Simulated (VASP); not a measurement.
# SnO2 (Pnnm) in VASP: a series of runs

SnO2 is run at these levels: LDA; tasks: single point.

All numbers are computed with VASP 6.6.1; they aren't measurements. Logs are shortened: lines on timing, memory, paths and dates and some standing lists are left out, and cuts for length are marked.

## Step 1: The cell of the first run

Symmetry: Pnnm, No. 58, orthorhombic system. The conventional cell has a = 4.882 Å, b = 4.883 Å, c = 3.298 Å, α = 90.00°, β = 90.00°, γ = 90.00°. Within 2.7 Å of Sn (site symmetry 2/m) lie 6 O at 2.03 to 2.18 Å. O (site symmetry m) has 3 Sn at 2.03 to 2.18 Å within 2.7 Å.

## Step 2: Single point, LDA

Input file INCAR:

```
PREC = Accurate ; ENCUT = 520
EDIFF = 1E-6 ; ISMEAR = 0
SIGMA = 0.05 ; LREAL = F
LASPH = T ; NELM = 100
ALGO = Normal ; ISIF = 2
LWAVE = F ; LCHARG = F
GGA = CA ; NBANDS = 35
```

Input file KPOINTS:

```
Automatic mesh
0
Gamma
  6 6 8
```

Input file POSCAR:

```
SnO2
1.0
    4.8820573695      0.0000000000      0.0000000000
    0.0000000000      4.8826571076      0.0000000000
    0.0000000000      0.0000000000      3.2983446198
Sn O
2 4
Direct
    0.5000000000      0.5000000000      0.5000000000
    0.0000000000      0.0000000000      0.0000000000
    0.3059833077      0.2802382207      0.0000000000
    0.8059833077      0.2197617793      0.5000000000
    0.1940166923      0.7802382207      0.5000000000
    0.6940166923      0.7197617793      0.0000000000
```

Potentials or basis: VASP PAW LDA potentials, release 64 (Sn_d, O).

Launch:

```console
cat potpaw_LDA.64/Sn_d/POTCAR potpaw_LDA.64/O/POTCAR > POTCAR
mpirun -np 1 vasp_std > vasp.out
```

OUTCAR:

```text
PREC = Accurate
   ENCUT = 520
   EDIFF = 1E-6
   ISMEAR = 0
   LREAL = F
   LASPH = T
   NELM = 100
   ISIF = 2
   GGA = CA

 ion  position               nearest neighbor table
   1  0.500  0.500  0.500-   5 2.03   4 2.03   6 2.18   6 2.18   3 2.18   3 2.18
   2  0.000  0.000  0.000-   3 2.03   6 2.03   4 2.18   4 2.18   5 2.18   5 2.18
   3  0.306  0.280  0.000-   2 2.03   1 2.18   1 2.18
   4  0.806  0.220  0.500-   1 2.03   2 2.18   2 2.18
   5  0.194  0.780  0.500-   1 2.03   2 2.18   2 2.18
   6  0.694  0.720  0.000-   2 2.03   1 2.18   1 2.18

  LATTYP: Found a simple orthorhombic cell.
 ALAT       =     3.2983446198
 B/A-ratio  =     1.4801538142
 C/A-ratio  =     1.4803356442

  Lattice vectors:

 A1 = (   0.0000000000,   0.0000000000,   3.2983446198)
 A2 = (   4.8820573695,   0.0000000000,   0.0000000000)
 A3 = (   0.0000000000,   4.8826571076,   0.0000000000)

Analysis of symmetry for initial positions (statically):
=====================================================================
 Subroutine PRICEL returns:
 Original cell was already a primitive cell.

 Routine SETGRP: Setting up the symmetry group for a
 simple orthorhombic supercell.

 Subroutine GETGRP returns: Found  8 space group operations
 (whereof  4 operations were pure point group operations)
 out of a pool of  8 trial point group operations.

The static configuration has the point symmetry C_2h.
 The point group associated with its full space group is D_2h.

Analysis of symmetry for dynamics (positions and initial velocities):
=====================================================================
 Subroutine PRICEL returns:
 Original cell was already a primitive cell.

 Routine SETGRP: Setting up the symmetry group for a
 simple orthorhombic supercell.

 Subroutine GETGRP returns: Found  8 space group operations
 (whereof  4 operations were pure point group operations)
 out of a pool of  8 trial point group operations.

The dynamic configuration has the point symmetry C_2h.
 The point group associated with its full space group is D_2h.

 Subroutine INISYM returns: Found  8 space group operations
 (whereof  4 operations are pure point group operations),
 and found     1 'primitive' translations

----------------------------------------------------------------------------------------

                                     Primitive cell

  volume of cell :      78.6240

  direct lattice vectors                    reciprocal lattice vectors
     4.882057370  0.000000000  0.000000000     0.204831677  0.000000000  0.000000000
     0.000000000  4.882657108  0.000000000     0.000000000  0.204806518  0.000000000
     0.000000000  0.000000000  3.298344620     0.000000000  0.000000000  0.303182389

  length of vectors
     4.882057370  4.882657108  3.298344620     0.204831677  0.204806518  0.303182389

  position of ions in fractional coordinates (direct lattice)
     0.500000000  0.500000000  0.500000000
     0.000000000  0.000000000  0.000000000
     0.305983308  0.280238221  0.000000000
     0.805983308  0.219761779  0.500000000
     0.194016692  0.780238221  0.500000000
     0.694016692  0.719761779  0.000000000

  ion indices of the primitive-cell ions
   primitive index   ion index
                 1           1
                 2           2
                 3           3
                 4           4
                 5           5
                 6           6

----------------------------------------------------------------------------------------

 KPOINTS: Automatic mesh

Automatic generation of k-mesh.
 Grid dimensions read from file:
 generate k-points for:    6    6    8

 Generating k-lattice:

  Cartesian coordinates                     Fractional coordinates (reciprocal lattice)
     0.034138613  0.000000000  0.000000000     0.166666667  0.000000000  0.000000000
     0.000000000  0.034134420  0.000000000     0.000000000  0.166666667  0.000000000
     0.000000000  0.000000000  0.037897799     0.000000000  0.000000000  0.125000000

  Length of vectors
     0.034138613  0.034134420  0.037897799

  Shift w.r.t. Gamma in fractional coordinates (k-lattice)
     0.000000000  0.000000000  0.000000000

 Subroutine IBZKPT returns following result:
 ===========================================

 Found     80 irreducible k-points:

 Following reciprocal coordinates:
            Coordinates               Weight
  0.000000  0.000000  0.000000      1.000000
  0.166667  0.000000  0.000000      2.000000
  0.333333  0.000000  0.000000      2.000000
  0.500000  0.000000  0.000000      1.000000
  0.000000  0.166667  0.000000      2.000000
  0.166667  0.166667  0.000000      4.000000
[... 16 lines left out ...]
  0.333333  0.166667  0.125000      8.000000
  0.500000  0.166667  0.125000      4.000000
 [... further k-points ...]
   k-points           NKPTS =     80   k-points in BZ     NKDIM =     80   number of bands    NBANDS=     35
   number of dos      NEDOS =    301   number of ions     NIONS =      6
   total plane-waves  NPLWV =  36288
   dimension x,y,z NGX =    36 NGY =   36 NGZ =   28
   dimension x,y,z NGXF=    72 NGYF=   72 NGZF=   56
   ions per type =               2   4
   NGX,Y,Z   is equivalent  to a cutoff of  12.26, 12.26, 14.11 a.u.
   NGXF,Y,Z  is equivalent  to a cutoff of  24.52, 24.51, 28.23 a.u.
 SYSTEM =  unknown system
   PREC   = accura    normal or accurate (medium, high low for compatibility)
   ISTART =      0    job   : 0-new  1-cont  2-samecut
   ICHARG =      2    charge: 1-file 2-atom 10-const
   ISPIN  =      1    spin polarized calculation?
   LNONCOLLINEAR =      F non collinear calculations
   LSORBIT =      F    spin-orbit coupling
   LASPH  =      T    aspherical Exc in radial PAW
   ENCUT  =  520.0 eV  38.22 Ry    6.18 a.u.   9.08  9.08  6.13*2*pi/ulx,y,z
   NELM   =    100;   NELMIN=  2; NELMDL= -5     # of ELM steps
   EDIFF  = 0.1E-05   stopping-criterion for ELM
   LREAL  =      F    real-space projection
   EDIFFG = 0.1E-04   stopping-criterion for IOM
   NSW    =      0    number of steps for IOM
   IBRION =     -1    ionic relax: 0-MD 1-quasi-New 2-CG
   NFREE  =      0    steps in history (QN), initial steepest desc. (CG)
   ISIF   =      2    stress and relaxation
   ISYM   =      2    0-nonsym 1-usesym 2-fastsym
   POTIM  = 0.5000    time-step for ionic-motion
   TEBEG  =    0.0;   TEEND  =   0.0 temperature during run
   PSTRESS=    0.0 pullay stress
   NELECT =      52.0000    total number of electrons
   NUPDOWN=      -1.0000    fix difference up-down
   EMIN   =  10.00;   EMAX   =-10.00  energy-range for DOS
   EFERMI =   0.00;   METHOD = LEGACY
   ISMEAR =     0;   SIGMA  =   0.05  broadening in eV -4-tet -1-fermi 0-gaus
   EFERMI_NEDOS =   21; number of points for ismear=-14 and -15
   IALGO  =     38    algorithm
   IMIX   =      4    mixing-type and parameters
     AMIX     =   0.40;   BMIX     =  1.00
     AMIX_MAG =   1.60;   BMIX_MAG =  1.00
  volume/ion in A,a.u.               =      13.10        88.43
  Fermi-wavevector in a.u.,A,eV,Ry     =   1.426344  2.695399 27.680465  2.034457
  Thomas-Fermi vector in A             =   2.546631
   LORBIT       =      0    0 simple, 1 ext, 2 COOP (PROOUT), +10 PAW based schemes
   GGA     = CA    functional components
   LHFCALC =     F    Hartree Fock is set to
   AEXX    =    0.0000 exact exchange contribution
   IVDW    =     0    specifies the selected vdW correction
   LEPSILON=     F    determine dielectric tensor
   LRPA    =     F    only Hartree local field effects (RPA)
 non-spin polarized calculation
 Gauss-broadening in eV      SIGMA  =   0.05
  energy-cutoff  :      520.00
  volume of cell :       78.62
 maximum number of plane-waves:      2144
   NGX = 19   NGY = 19   NGZ = 13

 number of electron      52.0000005 magnetization

 Free energy of the ion-electron system (eV)
  ---------------------------------------------------
  ext. energy  EPLUGINS =         0.00000000
  ---------------------------------------------------
  free energy    TOTEN  =       -41.52891281 eV

  energy without entropy =      -41.52891246  energy(sigma->0) =      -41.52891264

 E-fermi :   4.8238     XC(G=0): -11.3311

 val. band max:        4.6911433623   @ k =   0.0000   0.1667   0.0000
 cond. band min:       4.9498113112   @ k =   0.0000   0.0000   0.0000
 fundamental gap:      0.2586679489
 Fermi energy:         4.8238367159

 k-point     1 :       0.0000    0.0000    0.0000
  band No.  band energies     occupation
      1     -16.2041      2.00000
      2     -15.6151      2.00000
      3     -15.4724      2.00000
      4     -15.4289      2.00000
      5     -15.4188      2.00000
      6     -15.4172      2.00000
[... 27 lines left out ...]
     34      15.9759      0.00000
     35      16.3752      0.00000

 k-point     2 :       0.1667    0.0000    0.0000
  band No.  band energies     occupation
      1     -16.1711      2.00000
      2     -15.6589      2.00000
      3     -15.4709      2.00000
      4     -15.4372      2.00000
      5     -15.4170      2.00000
      6     -15.4156      2.00000
[... 27 lines left out ...]
     34      16.0642      0.00000
     35      16.1702      0.00000

 k-point     3 :       0.3333    0.0000    0.0000
  band No.  band energies     occupation
      1     -16.0764      2.00000
      2     -15.7800      2.00000
      3     -15.4666      2.00000
      4     -15.4501      2.00000
      5     -15.4131      2.00000
      6     -15.4124      2.00000
[... 27 lines left out ...]
     34      16.1340      0.00000
     35      16.2579      0.00000

 k-point     4 :       0.5000    0.0000    0.0000
  band No.  band energies     occupation
      1     -15.9356      2.00000
      2     -15.9356      2.00000
      3     -15.4598      2.00000
      4     -15.4598      2.00000
      5     -15.4108      2.00000
      6     -15.4108      2.00000
[... 27 lines left out ...]
     34      15.4008      0.00000
     35      16.3219      0.00000

 k-point     5 :       0.0000    0.1667    0.0000
  band No.  band energies     occupation
      1     -16.1711      2.00000
      2     -15.6591      2.00000
      3     -15.4708      2.00000
      4     -15.4370      2.00000
      5     -15.4171      2.00000
      6     -15.4155      2.00000
[... 638 lines left out ...]
 k-point    22 :       0.1667    0.1667    0.1250
  band No.  band energies     occupation
      1     -16.1108      2.00000
      2     -15.7123      2.00000
      3     -15.4881      2.00000
      4     -15.4702      2.00000
      5     -15.4454      2.00000
      6     -15.4060      2.00000
[... 27 lines left out ...]
     34      15.8268      0.00000
     35      16.0702      0.00000

 k-point    23 :       0.3333    0.1667    0.1250
  band No.  band energies     occupation
      1     -16.0419      2.00000
      2     -15.8169      2.00000
      3     -15.4856      2.00000
      4     -15.4711      2.00000
      5     -15.4378      2.00000
      6     -15.4070      2.00000
[... 27 lines left out ...]
     34      15.6468      0.00000
     35      16.2812      0.00000

 k-point    24 :       0.5000    0.1667    0.1250
  band No.  band energies     occupation
      1     -15.9375      2.00000
      2     -15.9375      2.00000
      3     -15.4781      2.00000
      4     -15.4781      2.00000
      5     -15.4217      2.00000
      6     -15.4217      2.00000
[... 27 lines left out ...]
     34      15.5180      0.00000
     35      16.4716      0.00000

 [... further k-points ...]
[... 5 lines left out ...]
  --------------------------------------------------------------------------------------
  -------------------------------------------------------------------------------------
  Total       -6.7314112     -8.1892832     -9.3095175      0.0000000      0.0000000      0.0000000
  in kB     -137.1707684   -166.8788658   -189.7066790      0.0000000      0.0000000      0.0000000
  external PRESSURE =    -164.5854378 kB  Pullay stress =       0.0000000 kB

 VOLUME and BASIS-vectors are now :
 -----------------------------------------------------------------------------
  energy-cutoff  :      520.00
  volume of cell :       78.62
      direct lattice vectors                 reciprocal lattice vectors
     4.882057370  0.000000000  0.000000000     0.204831677  0.000000000  0.000000000
     0.000000000  4.882657108  0.000000000     0.000000000  0.204806518  0.000000000
     0.000000000  0.000000000  3.298344620     0.000000000  0.000000000  0.303182389

 POSITION                                       TOTAL-FORCE (eV/Angst)
 -----------------------------------------------------------------------------------
      2.44103      2.44133      1.64917        -0.000000      0.000000      0.000000
      0.00000      0.00000      0.00000        -0.000000      0.000000      0.000000
      1.49383      1.36831      0.00000         1.039992      1.226326      0.000000
      3.93486      1.07302      1.64917         1.039992     -1.226326      0.000000
      0.94720      3.80964      1.64917        -1.039992      1.226326      0.000000
      3.38823      3.51435      0.00000        -1.039992     -1.226326      0.000000
 -----------------------------------------------------------------------------------
    total drift:                                0.000000     -0.000000     -0.000000

  FREE ENERGIE OF THE ION-ELECTRON SYSTEM (eV)
  ---------------------------------------------------
  free  energy   TOTEN  =       -41.5289128140 eV

  energy  without entropy=      -41.5289124616  energy(sigma->0) =      -41.52891264
```

Wall time 66 s (1 thread of Intel Xeon 6975P-C (Granite Rapids), shared host); peak memory 0.27 GiB.

What came out:

| Property | Result |
| --- | --- |
| Free energy | -41.5289 eV |
| Pressure | -16.5 GPa |
| Largest force | 1.608 eV/Å |
| Band gap on the k mesh | 0.26 eV, indirect (least direct gap 0.46 eV) |

Forces on the atoms (eV/Å):
```
Sn   0.000  0.000  0.000
Sn   0.000  0.000  0.000
O    1.040  1.226  0.000
O    1.040 -1.226  0.000
O   -1.040  1.226  0.000
O   -1.040 -1.226  0.000
```

Caveat: spin-orbit coupling is left out, which moves the levels of the heavy elements; forces of over 1 eV/Å act on the atoms, so gaps and moduli don't describe the material at rest.

(Continued in part 2 of 3.)
